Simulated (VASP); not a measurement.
Set up this calculation in VASP 6.6.1, as the native input.

```yaml
Task: single point
Functional: r2SCAN
Potentials_or_basis: VASP PAW PBE potentials, release 64 (Li_sv)
Cutoff: 520 eV
k_mesh: 6 × 6 × 6
Occupations: gaussian, width 0.1 eV
Spin: no spin polarisation
Dipole_correction: no
Further_INCAR_settings: ALGO = Normal; EDIFF = 1e-06; NBANDS = 12
```

Crystal: Li.

```
CELL_PARAMETERS angstrom
5.11355 0.00000 0.00000
-2.55678 4.42847 0.00000
0.00000 0.00000 3.13483
ATOMIC_POSITIONS crystal
Li 0.00000 0.00000 0.00000
Li 0.33333 0.66667 0.50000
Li 0.66667 0.33333 0.50000
```

One way to write it, as run:

POSCAR

```
Li
1.0
    5.1135524423      0.0000000000      0.0000000000
   -2.5567762211      4.4284663186      0.0000000000
    0.0000000000      0.0000000000      3.1348299755
Li
3
Direct
    0.0000000000      0.0000000000      0.0000000000
    0.3333333333      0.6666666667      0.5000000000
    0.6666666667      0.3333333333      0.5000000000
```

INCAR.step1

```
PREC = Accurate
ENCUT = 520
ISMEAR = 0
SIGMA = 0.1
LREAL = False
LASPH = True
NELM = 100
NBANDS = 12
GGA = PE
ALGO = Normal
EDIFF = 1E-4
LWAVE = True
LCHARG = False
```

INCAR.step2

```
PREC = Accurate
ENCUT = 520
EDIFF = 1E-6
ISMEAR = 0
SIGMA = 0.1
LREAL = False
LASPH = True
NELM = 100
ALGO = Normal
ISIF = 2
LWAVE = False
LCHARG = False
METAGGA = R2SCAN
LMIXTAU = True
NBANDS = 12
ISTART = 1
```

KPOINTS

```
Automatic mesh
0
Gamma
  6 6 6
```

Potentials or basis: VASP PAW PBE potentials, release 64 (Li_sv).

Command:

```bash
$ cat potpaw_PBE.64/Li_sv/POTCAR > POTCAR
$ cp INCAR.step1 INCAR
$ mpirun -np 1 vasp_std > vasp.out
$ cp INCAR.step2 INCAR
$ mpirun -np 1 vasp_std > vasp.out
```

Run time: 87 s on 1 thread of AMD EPYC 9R45 96-Core Processor (Zen 5) (shared host), peak memory 0.16 GiB.
